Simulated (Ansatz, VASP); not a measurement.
One calculation of KI, two programs

File POSCAR:

```
KI
1.0
    0.0000000000      3.5445661401      3.5445661401
    3.5445661401      0.0000000000      3.5445661401
    3.5445661401      3.5445661401      0.0000000000
K I
1 1
Direct
    0.0000000000      0.0000000000      0.0000000000
    0.5000000000      0.5000000000      0.5000000000
```

INCAR.step1

```
ALGO     = Normal         # electronic algorithm
EDIFF    = 1E-4           # SCF threshold, eV
ENCUT    = 520            # plane-wave cutoff, eV
GGA      = PE             # functional
ISMEAR   = 0              # smearing method
LASPH    = True           # aspherical terms in the spheres
LCHARG   = False          # write CHGCAR
LREAL    = False          # projectors in reciprocal space
LWAVE    = True           # write WAVECAR
NBANDS   = 15             # bands
NELM     = 100            # most SCF steps
PREC     = Accurate       # precision mode
SIGMA    = 0.01           # smearing width, eV
```

The input INCAR.step2:

```
ALGO     = Normal         # electronic algorithm
EDIFF    = 1E-6           # SCF threshold, eV
ENCUT    = 520            # plane-wave cutoff, eV
ISIF     = 2              # what is computed and relaxed
ISMEAR   = 0              # smearing method
ISTART   = 1            
LASPH    = True           # aspherical terms in the spheres
LCHARG   = True           # write CHGCAR
LELF     = True           # ELF
LMIXTAU  = True         
LREAL    = False          # projectors in reciprocal space
LVHAR    = True         
LWAVE    = False          # write WAVECAR
METAGGA  = R2SCAN         # meta-GGA
NBANDS   = 15             # bands
NELM     = 100            # most SCF steps
PREC     = Accurate       # precision mode
SIGMA    = 0.01           # smearing width, eV
```

KPOINTS

```
k-points
0
Gamma
  4 4 4
```

Input for Ansatz:

```yaml
crystal:
  lattice:
    - [0.0, 3.5445661401, 3.5445661401]
    - [3.5445661401, 0.0, 3.5445661401]
    - [3.5445661401, 3.5445661401, 0.0]
  atoms:
    - { symbol: K, position: [0.0, 0.0, 0.0] }
    - { symbol: I, position: [0.5, 0.5, 0.5] }
kpoints:
  mp_grid: { grid: [4, 4, 4] }
hamiltonian:
  xc: r2scan
scf:
  occupations: { method: fixed }
  n_extra_bands: 4
  mixing: { ndim: 30 }
  max_iter: 92
output:
  forces: true
  stress: true
  eigenvalues: true
```

Alike in both runs: task single point; functional r2SCAN; k mesh 4 × 4 × 4; no spin polarisation.

```csv
,VASP,Ansatz
version,VASP 6.6.1,Ansatz 0.2.0
potentials or method,"VASP PAW PBE potentials, release 64 (K_sv, I)",plane waves
plane-wave cutoff (eV),520,500
occupations,"gaussian, width 0.01 eV",fixed
valence electrons in the cell,16,26
```

|  | VASP | Ansatz | Ansatz less VASP |
| --- | --- | --- | --- |
| gap on the k mesh at the Fermi level (eV) | 4.58 | 4.58 | +0.003 |
| pressure (GPa) | 0.0 | 0.0 | 0.00 |

VASP's potentials were made for PBE, not for r2SCAN. VASP's potentials hold 16 valence electrons a cell and Ansatz's 26, so a difference there can come from the potentials and not from the codes.

Neither program's run includes spin-orbit coupling.
